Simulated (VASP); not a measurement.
SnSe: single point with r2SCAN+D3(BJ)

**What was measured.**

“Linear dichroism of the optical properties of SnS and SnSe van der Waals crystals”, 2024, arxiv:2409.17412 reports, for a bulk crystal of SnSe at 20 K: band gap 0.99 eV (indirect).

Crystal: SnSe.

```
Sn Se
1.0
    11.52328    0.00000    0.00000
     0.00000    4.11333    0.00000
     0.00000    0.00000    4.59835
Sn Se
4 4
Direct
  0.11791 0.25000 0.11770
  0.38209 0.75000 0.61770
  0.61791 0.25000 0.38230
  0.88209 0.75000 0.88230
  0.35341 0.25000 0.01348
  0.14659 0.75000 0.51348
  0.85341 0.25000 0.48652
  0.64659 0.75000 0.98652
```

```
Program             : VASP 6.6.1
Task                : single point
Functional          : r2SCAN
Dispersion          : D3(BJ)
Potentials or basis : VASP PAW PBE potentials, release 64 (Sn_d, Se)
Cutoff              : 520 eV
k mesh              : 4 × 8 × 6
Occupations         : gaussian, width 0.05 eV
Spin                : no spin polarisation
```

- Pressure: 0.0 GPa
- Largest force: 0.019 eV/Å
- Band gap on the k mesh: 0.99 eV (least direct gap 1.33 eV)
- Dispersion energy per atom: -0.166 eV

Forces in eV/Å, atoms in the order of the input:
```
Sn  -0.015  0.000 -0.012
Sn   0.015  0.000 -0.012
Sn  -0.015  0.000  0.012
Sn   0.015  0.000  0.012
Se   0.005  0.000  0.013
Se  -0.005  0.000  0.013
Se   0.005  0.000 -0.013
Se  -0.005  0.000 -0.013
```

Levels at points of the mesh, in eV from the valence-band top:
| k point | band 38 | band 39 | band 40 | band 41 | band 42 | band 43 |
| --- | --- | --- | --- | --- | --- | --- |
| (0.00, 0.00, 0.00) | -0.99 | -0.82 | -0.35 | 1.08 | 2.99 | 3.08 |
| (0.50, 0.00, 0.00) | -1.88 | -0.53 | -0.53 | 2.78 | 2.78 | 2.82 |
| (0.00, 0.50, 0.00) | -1.09 | -1.01 | -1.01 | 1.41 | 1.41 | 1.57 |
| (0.50, 0.50, 0.00) | -1.22 | -1.22 | -1.22 | 1.74 | 1.74 | 1.74 |
| (0.00, 0.00, 0.50) | -0.84 | -0.09 | -0.09 | 1.58 | 1.58 | 2.12 |
| (0.50, 0.00, 0.50) | -0.57 | -0.10 | -0.10 | 1.57 | 1.57 | 2.14 |
| (0.00, 0.50, 0.50) | -2.26 | -1.38 | -1.38 | 2.93 | 2.93 | 3.23 |
| (0.50, 0.50, 0.50) | -1.51 | -1.51 | -1.51 | 2.77 | 2.77 | 2.77 |

It took 37 min on 1 thread of Oxide Virtual Turin-like Processor, with other jobs on the host, peak memory 0.65 GiB.

Measured gap of SnSe: 0.99 eV (indirect; 20 K; “Linear dichroism of the optical properties of SnS and SnSe van der Waals crystals”, 2024, arxiv:2409.17412). This calculation gives 0.99 eV (0.00 eV). 2 values of this kind are on record (0.89 to 0.99 eV); this one was drawn at random. Spin-orbit coupling on Se, Sn is left out. The value is that of r2SCAN+D3(BJ) on a finite k mesh, which can miss the band edges, without temperature or zero-point motion.

Caveat: the PAW data sets were made with another functional, which shifts forces and pressure a little; spin-orbit coupling is left out, which moves the levels of the heavy elements.
